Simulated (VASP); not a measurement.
# NaI in VASP: further runs

Aim: see how the results for NaI move with the level of theory and the settings. Levels: r2SCAN, HSE06. Tasks: single point.

Everything below comes from runs of VASP 6.6.1. Logs are shortened: lines on timing, memory, paths and dates and some standing lists are left out, and cuts for length are marked.

### Step 1. The cell of the first run

Symmetry: I-4m2, No. 119, tetragonal system. The conventional cell has a = 4.978 Å, b = 4.978 Å, c = 7.086 Å, α = 90.00°, β = 90.00°, γ = 90.00°. Na (site symmetry -4m2) has 4 I at 3.06 Å within 4.0 Å. Within 4.0 Å of I (site symmetry -4m2) lie 4 Na at 3.06 Å.

### Step 2. Single point, r2SCAN (biaxial xy strain -0.7%)

Input file POSCAR:

```
NaI
1.0
    0.0000000000      3.5201608882      3.5431916338
    3.5201608882      0.0000000000      3.5431916338
    3.5201608882      3.5201608882      0.0000000000
Na I
1 1
Direct
    0.0000000000      0.0000000000      0.0000000000
    0.2500000000      0.2500000000      0.2500000000
```

Input file INCAR.step1:

```
  PREC = Accurate
  ENCUT = 520
  ISMEAR = 0
  SIGMA = 0.01
  LREAL = F
  LASPH = T
  NELM = 100
  NBANDS = 14
  GGA = PE
  ALGO = Normal
  EDIFF = 1E-4
  LWAVE = T
  LCHARG = F
```

Input file INCAR.step2:

```
  PREC = Accurate
  ENCUT = 520
  EDIFF = 1E-6
  ISMEAR = 0
  SIGMA = 0.01
  LREAL = F
  LASPH = T
  NELM = 100
  ALGO = Normal
  ISIF = 2
  LWAVE = F
  LCHARG = F
  METAGGA = R2SCAN
  LMIXTAU = T
  NBANDS = 14
  ISTART = 1
```

Input file KPOINTS:

```
Automatic mesh
0
Gamma
  6 6 6
```

Potentials or basis: VASP PAW PBE potentials, release 64 (Na_pv, I).

Started as:

```bash
cat potpaw_PBE.64/Na_pv/POTCAR potpaw_PBE.64/I/POTCAR > POTCAR
cp INCAR.step1 INCAR
mpirun -np 1 vasp_std > vasp.out
cp INCAR.step2 INCAR
mpirun -np 1 vasp_std > vasp.out
```

OUTCAR:

```text
PREC = Accurate
   ENCUT = 520
   EDIFF = 1E-6
   ISMEAR = 0
   LREAL = F
   LASPH = T
   NELM = 100
   ISIF = 2
   METAGGA = R2SCAN
   ISTART = 1

 ion  position               nearest neighbor table
   1  0.000  0.000  0.000-   2 3.06   2 3.06   2 3.06   2 3.06
   2  0.250  0.250  0.250-   1 3.06   1 3.06   1 3.06   1 3.06

  LATTYP: Found a body centered tetragonal cell.
 ALAT       =     4.9782592698
 C/A-ratio  =     1.4234660920

  Lattice vectors:

 A1 = (  -3.5201608882,   0.0000000000,   3.5431916338)
 A2 = (   3.5201608882,   0.0000000000,   3.5431916338)
 A3 = (   0.0000000000,   3.5201608882,  -3.5431916338)

Analysis of symmetry for initial positions (statically):
=====================================================================
 Subroutine PRICEL returns:
 Original cell was already a primitive cell.

 Routine SETGRP: Setting up the symmetry group for a
 body centered tetragonal supercell.

 Subroutine GETGRP returns: Found  8 space group operations
 (whereof  8 operations were pure point group operations)
 out of a pool of 16 trial point group operations.

The static configuration has the point symmetry D_2d.

Analysis of symmetry for dynamics (positions and initial velocities):
=====================================================================
 Subroutine PRICEL returns:
 Original cell was already a primitive cell.

 Routine SETGRP: Setting up the symmetry group for a
 body centered tetragonal supercell.

 Subroutine GETGRP returns: Found  8 space group operations
 (whereof  8 operations were pure point group operations)
 out of a pool of 16 trial point group operations.

The dynamic configuration has the point symmetry D_2d.

 Subroutine INISYM returns: Found  8 space group operations
 (whereof  8 operations are pure point group operations),
 and found     1 'primitive' translations

----------------------------------------------------------------------------------------

                                     Primitive cell

  volume of cell :      87.8111

  direct lattice vectors                    reciprocal lattice vectors
     0.000000000  3.520160888  3.543191634    -0.142038962  0.142038962  0.141115709
     3.520160888  0.000000000  3.543191634     0.142038962 -0.142038962  0.141115709
     3.520160888  3.520160888  0.000000000     0.142038962  0.142038962 -0.141115709

  length of vectors
     4.994571016  4.994571016  4.978259270     0.245486816  0.245486816  0.245486816

  position of ions in fractional coordinates (direct lattice)
     0.000000000  0.000000000  0.000000000
     0.250000000  0.250000000  0.250000000

  ion indices of the primitive-cell ions
   primitive index   ion index
                 1           1
                 2           2

----------------------------------------------------------------------------------------

 KPOINTS: Automatic mesh

Automatic generation of k-mesh.
 Grid dimensions read from file:
 generate k-points for:    6    6    6

 Generating k-lattice:

  Cartesian coordinates                     Fractional coordinates (reciprocal lattice)
    -0.023673160  0.023673160  0.023519285     0.166666667  0.000000000  0.000000000
     0.023673160 -0.023673160  0.023519285     0.000000000  0.166666667  0.000000000
     0.023673160  0.023673160 -0.023519285    -0.000000000 -0.000000000  0.166666667

  Length of vectors
     0.040914469  0.040914469  0.040914469

  Shift w.r.t. Gamma in fractional coordinates (k-lattice)
     0.000000000  0.000000000  0.000000000

 Subroutine IBZKPT returns following result:
 ===========================================

 Found     30 irreducible k-points:

 Following reciprocal coordinates:
            Coordinates               Weight
  0.000000  0.000000  0.000000      1.000000
  0.166667  0.000000  0.000000      8.000000
  0.333333  0.000000  0.000000      8.000000
  0.500000 -0.000000  0.000000      4.000000
  0.166667  0.166667  0.000000      2.000000
  0.333333  0.166667  0.000000      8.000000
[... 16 lines left out ...]
  0.333333  0.000000  0.333333      4.000000
  0.500000 -0.000000  0.333333     16.000000
 [... further k-points ...]
   k-points           NKPTS =     30   k-points in BZ     NKDIM =     30   number of bands    NBANDS=     14
   number of dos      NEDOS =    301   number of ions     NIONS =      2
   total plane-waves  NPLWV =  64000
   dimension x,y,z NGX =    40 NGY =   40 NGZ =   40
   dimension x,y,z NGXF=    80 NGYF=   80 NGZF=   80
   ions per type =               1   1
   NGX,Y,Z   is equivalent  to a cutoff of  13.31, 13.31, 13.36 a.u.
   NGXF,Y,Z  is equivalent  to a cutoff of  26.63, 26.63, 26.72 a.u.
 SYSTEM =  unknown system
   PREC   = accura    normal or accurate (medium, high low for compatibility)
   ISTART =      1    job   : 0-new  1-cont  2-samecut
   ICHARG =      0    charge: 1-file 2-atom 10-const
   ISPIN  =      1    spin polarized calculation?
   LNONCOLLINEAR =      F non collinear calculations
   LSORBIT =      F    spin-orbit coupling
   LASPH  =      T    aspherical Exc in radial PAW
   ENCUT  =  520.0 eV  38.22 Ry    6.18 a.u.   9.29  9.29  9.26*2*pi/ulx,y,z
   NELM   =    100;   NELMIN=  2; NELMDL=  0     # of ELM steps
   EDIFF  = 0.1E-05   stopping-criterion for ELM
   LREAL  =      F    real-space projection
   EDIFFG = 0.1E-04   stopping-criterion for IOM
   NSW    =      0    number of steps for IOM
   IBRION =     -1    ionic relax: 0-MD 1-quasi-New 2-CG
   NFREE  =      0    steps in history (QN), initial steepest desc. (CG)
   ISIF   =      2    stress and relaxation
   ISYM   =      2    0-nonsym 1-usesym 2-fastsym
   POTIM  = 0.5000    time-step for ionic-motion
   TEBEG  =    0.0;   TEEND  =   0.0 temperature during run
   PSTRESS=    0.0 pullay stress
   NELECT =      14.0000    total number of electrons
   NUPDOWN=      -1.0000    fix difference up-down
   EMIN   =  10.00;   EMAX   =-10.00  energy-range for DOS
   EFERMI =   0.00;   METHOD = LEGACY
   ISMEAR =     0;   SIGMA  =   0.01  broadening in eV -4-tet -1-fermi 0-gaus
   EFERMI_NEDOS =   21; number of points for ismear=-14 and -15
   IALGO  =     38    algorithm
   IMIX   =      4    mixing-type and parameters
     AMIX     =   0.40;   BMIX     =  1.00
     AMIX_MAG =   1.60;   BMIX_MAG =  1.00
  volume/ion in A,a.u.               =      43.91       296.29
  Fermi-wavevector in a.u.,A,eV,Ry     =   0.887703  1.677515 10.721614  0.788016
  Thomas-Fermi vector in A             =   2.009036
   LORBIT       =      0    0 simple, 1 ext, 2 COOP (PROOUT), +10 PAW based schemes
   METAGGA = R2SCAN    functional components
   LHFCALC =     F    Hartree Fock is set to
   AEXX    =    0.0000 exact exchange contribution
   IVDW    =     0    specifies the selected vdW correction
   LEPSILON=     F    determine dielectric tensor
   LRPA    =     F    only Hartree local field effects (RPA)
 non-spin polarized calculation
 Gauss-broadening in eV      SIGMA  =   0.01
  energy-cutoff  :      520.00
  volume of cell :       87.81
 maximum number of plane-waves:      2405
 NGX is ok and might be reduce to    40
   NGX = 19   NGY = 19   NGZ = 19

 number of electron      14.0000004 magnetization

 Free energy of the ion-electron system (eV)
  ---------------------------------------------------
  ext. energy  EPLUGINS =         0.00000000
  ---------------------------------------------------
  free energy    TOTEN  =       -30.91786941 eV

  energy without entropy =      -30.91786941  energy(sigma->0) =      -30.91786941

 E-fermi :  -1.2658     XC(G=0):  -6.8526

 val. band max:       -1.3965179414   @ k =   0.0000   0.0000   0.0000
 cond. band min:       3.0474760688   @ k =   0.0000   0.0000   0.0000
 fundamental gap:      4.4439940101
 Fermi energy:        -1.2658256350

 k-point     1 :       0.0000    0.0000    0.0000
  band No.  band energies     occupation
      1     -24.2585      2.00000
      2     -24.2583      2.00000
      3     -24.2579      2.00000
      4     -12.1529      2.00000
      5      -1.4042      2.00000
      6      -1.3965      2.00000
      7      -1.3965      2.00000
      8       3.0475      0.00000
      9       7.1817      0.00000
     10       7.1929      0.00000
     11       7.1931      0.00000
     12       8.8567      0.00000
     13       8.9315      0.00000
     14      10.5220      0.00000

 k-point     2 :       0.1667    0.0000    0.0000
  band No.  band energies     occupation
      1     -24.2589      2.00000
      2     -24.2586      2.00000
      3     -24.2581      2.00000
      4     -12.1179      2.00000
      5      -1.7821      2.00000
      6      -1.4378      2.00000
      7      -1.4302      2.00000
      8       3.6329      0.00000
      9       6.8336      0.00000
     10       7.3255      0.00000
     11       7.3439      0.00000
     12       8.4674      0.00000
     13       8.5114      0.00000
     14      10.0079      0.00000

 k-point     3 :       0.3333    0.0000    0.0000
  band No.  band energies     occupation
      1     -24.2603      2.00000
      2     -24.2588      2.00000
      3     -24.2583      2.00000
      4     -12.0462      2.00000
      5      -2.3872      2.00000
      6      -1.5075      2.00000
      7      -1.4950      2.00000
      8       4.5008      0.00000
      9       6.6670      0.00000
     10       7.0403      0.00000
     11       7.0819      0.00000
     12       9.1923      0.00000
     13       9.1991      0.00000
     14       9.5014      0.00000
[... 324 lines left out ...]
 k-point    23 :       0.3333    0.0000    0.3333
  band No.  band energies     occupation
      1     -24.2607      2.00000
      2     -24.2590      2.00000
      3     -24.2586      2.00000
      4     -12.0107      2.00000
      5      -2.3222      2.00000
      6      -1.7164      2.00000
      7      -1.7152      2.00000
      8       4.4593      0.00000
      9       5.7536      0.00000
     10       7.2046      0.00000
     11       8.6827      0.00000
     12       8.7349      0.00000
     13      10.0393      0.00000
     14      12.2988      0.00000

 k-point    24 :       0.5000   -0.0000    0.3333
  band No.  band energies     occupation
      1     -24.2611      2.00000
      2     -24.2593      2.00000
      3     -24.2588      2.00000
      4     -11.9740      2.00000
      5      -2.4371      2.00000
      6      -1.9176      2.00000
      7      -1.7471      2.00000
      8       4.5589      0.00000
      9       5.8246      0.00000
     10       7.4881      0.00000
     11       8.5878      0.00000
     12       9.3797      0.00000
     13      10.8415      0.00000
     14      11.2926      0.00000

 [... further k-points ...]

------------------------ aborting loop because EDIFF is reached ----------------------------------------

  FORCE on cell =-STRESS in cart. coord.  units (eV):
  Direction    XX          YY          ZZ          XY          YZ          ZX
  --------------------------------------------------------------------------------------
  -------------------------------------------------------------------------------------
  Total        0.0539972      0.0539972      0.0468459      0.0000000      0.0000000     -0.0000000
  in kB        0.9852176      0.9852176      0.8547375      0.0000000      0.0000000     -0.0000000
  external PRESSURE =       0.9417243 kB  Pullay stress =       0.0000000 kB

 VOLUME and BASIS-vectors are now :
 -----------------------------------------------------------------------------
  energy-cutoff  :      520.00
  volume of cell :       87.81
      direct lattice vectors                 reciprocal lattice vectors
     0.000000000  3.520160888  3.543191634    -0.142038962  0.142038962  0.141115709
     3.520160888  0.000000000  3.543191634     0.142038962 -0.142038962  0.141115709
     3.520160888  3.520160888  0.000000000     0.142038962  0.142038962 -0.141115709

 POSITION                                       TOTAL-FORCE (eV/Angst)
 -----------------------------------------------------------------------------------
      0.00000      0.00000      0.00000         0.000000      0.000000     -0.000000
      1.76008      1.76008      1.77160        -0.000000     -0.000000      0.000000
 -----------------------------------------------------------------------------------
    total drift:                               -0.000006     -0.000006      0.000003

  FREE ENERGIE OF THE ION-ELECTRON SYSTEM (eV)
  ---------------------------------------------------
  free  energy   TOTEN  =       -30.9178694062 eV

  energy  without entropy=      -30.9178694062  energy(sigma->0) =      -30.91786941
```

Run time: 4.8 min. Hardware: 1 thread of Intel Xeon 8259CL, shared host; peak memory 0.26 GiB.

Results:

| Quantity | Value |
| --- | --- |
| Free energy | -30.9179 eV |
| Pressure | 0.1 GPa |
| Band gap on the k mesh | 4.44 eV |

Caveat: the cell differs from its parent crystal (biaxial xy strain -0.7%); the PAW data sets were made with another functional, which shifts forces and pressure a little; spin-orbit coupling is left out, which moves the levels of the heavy elements.

### Step 3. Single point, r2SCAN (shear xy strain -0.9%)

Input file POSCAR:

```
NaI
1.0
   -0.0154128836      3.5431916338      3.5431916338
    3.5431916338     -0.0154128836      3.5431916338
    3.5277787502      3.5277787502      0.0000000000
Na I
1 1
Direct
   -0.0009935659     -0.0009935659      0.0009935659
    0.2509935659      0.2509935659      0.2490064341
```

Input file INCAR.step1:

```
SYSTEM = NaI
PREC = Accurate ; ENCUT = 520
ISMEAR = 0 ; SIGMA = 0.01
LREAL = .False. ; LASPH = .True.
NELM = 80 ; NBANDS = 14
GGA = PE ; ALGO = Normal
EDIFF = 1E-4 ; LWAVE = .True.
LCHARG = .False.
```

Input file INCAR.step2:

```
SYSTEM = NaI
PREC = Accurate ; ENCUT = 520
EDIFF = 1E-7 ; ISMEAR = 0
SIGMA = 0.01 ; LREAL = .False.
LASPH = .True. ; NELM = 80
ALGO = Normal ; ISIF = 2
LWAVE = .False. ; LCHARG = .False.
METAGGA = R2SCAN ; LMIXTAU = .True.
NBANDS = 14 ; ISTART = 1
```

Input file KPOINTS:

```
regular mesh
0
Gamma
  6 6 6
  0 0 0
```

Potentials or basis: VASP PAW PBE potentials, release 64 (Na_pv, I).

Started as:

```bash
cat potpaw_PBE.64/Na_pv/POTCAR potpaw_PBE.64/I/POTCAR > POTCAR
cp INCAR.step1 INCAR
mpirun -np 1 vasp_std > vasp.out
cp INCAR.step2 INCAR
mpirun -np 1 vasp_std > vasp.out
```

Wall time 6.6 min (1 thread of Intel Xeon 8259CL, shared host); peak memory 0.28 GiB.

Results (log left out):

| Item | Value |
| --- | --- |
| Free energy | -30.9177 eV |
| Pressure | -0.1 GPa |
| Largest force | 0.004 eV/Å |
| Band gap on the k mesh | 4.41 eV |

Forces in eV/Å, atoms in the order of the input:
```
Na   0.000  0.000  0.004
I    0.000  0.000 -0.004
```

Levels at points of the mesh, in eV from the valence-band top:
| k point | band 4 | band 5 | band 6 | band 7 | band 8 | band 9 | band 10 | band 11 |
| --- | --- | --- | --- | --- | --- | --- | --- | --- |
| (0.00, 0.00, 0.00) | -10.75 | -0.03 | -0.01 | 0.00 | 4.41 | 8.51 | 8.55 | 8.59 |
| (0.50, 0.00, 0.00) | -10.61 | -1.23 | -0.14 | -0.13 | 6.09 | 8.16 | 8.22 | 8.26 |
| (0.50, 0.50, 0.00) | -10.57 | -1.13 | -0.43 | -0.39 | 5.56 | 6.84 | 9.83 | 11.20 |
| (0.00, 0.00, 0.50) | -10.61 | -1.23 | -0.16 | -0.15 | 6.08 | 8.18 | 8.19 | 8.23 |
| (0.50, 0.00, 0.50) | -10.57 | -1.13 | -0.41 | -0.41 | 5.56 | 6.84 | 9.83 | 11.23 |

Caveat: the cell differs from its parent crystal (shear xy strain -0.9%); the PAW data sets were made with another functional, which shifts forces and pressure a little; spin-orbit coupling is left out, which moves the levels of the heavy elements.

### Step 4. Single point, HSE06 (biaxial xy strain -0.7%)

Input file POSCAR:

```
NaI
1.0
    0.0000000000      3.5201608882      3.5431916338
    3.5201608882      0.0000000000      3.5431916338
    3.5201608882      3.5201608882      0.0000000000
Na I
1 1
Direct
    0.0000000000      0.0000000000      0.0000000000
    0.2500000000      0.2500000000      0.2500000000
```

Input file INCAR.step1:

```
SYSTEM = NaI
PREC     = Accurate       ! precision mode
ENCUT    = 520            ! plane-wave cutoff, eV
EDIFF    = 1E-5           ! SCF threshold, eV
ISMEAR   = 0              ! smearing method
SIGMA    = 0.01           ! smearing width, eV
LREAL    = .FALSE.        ! projectors in reciprocal space
LASPH    = .TRUE.         ! aspherical terms in the spheres
NELM     = 100            ! most SCF steps
ALGO     = Normal         ! electronic algorithm
ISIF     = 2              ! what is computed and relaxed
LWAVE    = .TRUE.         ! write WAVECAR
LCHARG   = .FALSE.        ! write CHGCAR
GGA      = PE             ! functional
NBANDS   = 14             ! bands
```

Input file INCAR.step2:

```
SYSTEM = NaI
PREC     = Accurate       ! precision mode
ENCUT    = 520            ! plane-wave cutoff, eV
EDIFF    = 1E-6           ! SCF threshold, eV
ISMEAR   = 0              ! smearing method
SIGMA    = 0.01           ! smearing width, eV
LREAL    = .FALSE.        ! projectors in reciprocal space
LASPH    = .TRUE.         ! aspherical terms in the spheres
NELM     = 100            ! most SCF steps
ALGO     = Normal         ! electronic algorithm
ISIF     = 2              ! what is computed and relaxed
LWAVE    = .FALSE.        ! write WAVECAR
LCHARG   = .FALSE.        ! write CHGCAR
GGA      = PE             ! functional
LHFCALC  = .TRUE.         ! exact exchange
HFSCREEN = 0.2079         ! screening, 1/A
PRECFOCK = Normal       
ISTART   = 1            
NBANDS   = 14             ! bands
```

Input file KPOINTS:

```
regular mesh
0
G
  4 4 4
  0 0 0
```

Started as:

```bash
cat potpaw_PBE.64/Na_pv/POTCAR potpaw_PBE.64/I/POTCAR > POTCAR
cp INCAR.step1 INCAR
mpirun -np 1 vasp_std > vasp.out
cp INCAR.step2 INCAR
mpirun -np 1 vasp_std > vasp.out
```

Wall time 19 min (1 thread of Intel Xeon 8259CL, shared host); peak memory 0.36 GiB.

Results (log left out):

- Free energy: -6.1501 eV
- Pressure: 0.4 GPa
- Band gap on the k mesh: 4.82 eV

Levels at points of the mesh, in eV from the valence-band top:
```
           k point  band 5  band 6  band 7  band 8  band 9  band 10
(0.00, 0.00, 0.00)   -0.01    0.00    0.00    4.82    9.02     9.04
(0.50, 0.00, 0.00)   -1.32   -0.16   -0.14    6.47    8.73     8.77
(0.50, 0.50, 0.00)   -1.23   -0.43   -0.43    6.11    7.27    10.24
(0.50, 0.00, 0.50)   -1.22   -0.44   -0.44    6.11    7.25    10.30
```

Caveat: the cell differs from its parent crystal (biaxial xy strain -0.7%); the PAW data sets were made with another functional, which shifts forces and pressure a little; spin-orbit coupling is left out, which moves the levels of the heavy elements.

### Step 5. Summary

```csv
level,cell,k mesh,grid for exact exchange (PRECFOCK),share of exact exchange,screening parameter,gap on the mesh (eV),pressure (GPa)
r2SCAN,"a = 4.995, b = 4.995, c = 4.978 Å, angles 60.1, 60.1, 59.8°, 2 atoms, biaxial xy strain -0.7%",6 × 6 × 6,-,-,-,4.44,0.1
r2SCAN,"a = 5.011, b = 5.011, c = 4.989 Å, angles 60.1, 60.1, 60.3°, 2 atoms, shear xy strain -0.9%",6 × 6 × 6,-,-,-,4.41,-0.1
HSE06,"a = 4.995, b = 4.995, c = 4.978 Å, angles 60.1, 60.1, 59.8°, 2 atoms, biaxial xy strain -0.7%",4 × 4 × 4,Normal,0.25,0.2079 1/Å,4.82,0.4
```

Alike in all rows: task single point; potentials or basis VASP PAW PBE potentials, release 64 (Na_pv, I); no spin polarisation; cutoff (eV) 520; smearing gaussian 0.01 eV.

Caveats: the PAW data sets were made with another functional, which shifts forces and pressure a little; spin-orbit coupling is left out, which moves the levels of the heavy elements.

Absolute energies hang on the potentials; compare differences alone.
